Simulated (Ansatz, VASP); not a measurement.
## One calculation of SrVO3, two programs

File INCAR:

```
SYSTEM = SrVO3
PREC = Accurate
ENCUT = 600
EDIFF = 1E-6
ISMEAR = -1
SIGMA = 0.05
LREAL = .False.
LASPH = .True.
NELM = 150
ALGO = Normal
ISIF = 3
LWAVE = .False.
LCHARG = .False.
ISPIN = 2
MAGMOM = 0 2 0 0 0
LORBIT = 11
LMAXMIX = 4
GGA = RE
IBRION = 2
NSW = 60
EDIFFG = -0.01
```

KPOINTS

```
regular mesh
0
Gamma
  5 5 5
  0 0 0
```

The input POSCAR:

```
SrVO3
1.0
    3.8409000000      0.0000000000      0.0000000000
    0.0000000000      3.8409000000      0.0000000000
    0.0000000000      0.0000000000      3.8409000000
Sr V O
1 1 3
Direct
    0.5000000000      0.5000000000      0.5000000000
    0.0000000000      0.0000000000      0.0000000000
    0.0000000000      0.0000000000      0.5000000000
    0.0000000000      0.5000000000      0.0000000000
    0.5000000000      0.0000000000      0.0000000000
```

Contents of input.yaml:

```yaml
crystal:
  lattice:
    - [3.8409, 0.0, 0.0]
    - [0.0, 3.8409, 0.0]
    - [0.0, 0.0, 3.8409]
  atoms:
    - { symbol: Sr, position: [0.5, 0.5, 0.5] }
    - { symbol: V, position: [0.0, 0.0, 0.0], spin: 2.0 }
    - { symbol: O, position: [0.0, 0.0, 0.5] }
    - { symbol: O, position: [0.0, 0.5, 0.0] }
    - { symbol: O, position: [0.5, 0.0, 0.0] }
hamiltonian:
  xc: revpbe
  pseudopotentials: { kind: paw }
magnetization:
  spin_polarized: true
kpoints:
  mp_grid: { grid: [5, 5, 5] }
scf:
  occupations: { method: fermi_dirac, width: 0.05 }
output:
  forces: true
  stress: true
  eigenvalues: true
relax:
  f_tol: 0.01
  max_steps: 40
  cell: { stress_tol: 0.05 }
```

Alike in both runs: task relaxation of cell and atoms; functional revPBE; k mesh 5 × 5 × 5; occupations fermi-dirac, width 0.05 eV; collinear spin.

```csv
,VASP,Ansatz
version,VASP 6.6.1,Ansatz 0.2.0
potentials or method,"VASP PAW PBE potentials, release 64 (Sr_sv, V_sv, O)",Ansatz PAW
plane-wave cutoff (eV),600,420
valence electrons in the cell,41,41
```

Ansatz gave:

| Quantity | Value |
| --- | --- |
| gap on the k mesh at the Fermi level, each at its own relaxed structure (eV) | none |
| net moment per atom (μB) | 0.15 |
| size of the moment on the site where the two differ most (μB) | 0.60 |
| relaxed volume (Å³/atom) | 11.77 |
| relaxed cell length with the largest relative difference (Å) | 3.890 |

Problem. What did VASP give for the same quantities?

Solution. gap on the k mesh at the Fermi level, each at its own relaxed structure (eV): none; net moment per atom (μB): 0.15; size of the moment on the site where the two differ most (μB): 0.73; relaxed volume (Å³/atom): 11.82; relaxed cell length with the largest relative difference (Å): 3.895.

VASP's potentials were made for PBE, not for revPBE. Site moments also hang on the region over which each program counts them. A gap of «none» marks a metal or a gap that the smearing closes.

Noted on Ansatz's run: the plane-wave basis is chosen anew once the cell has moved, so the energies of steps on either side of that aren't comparable.
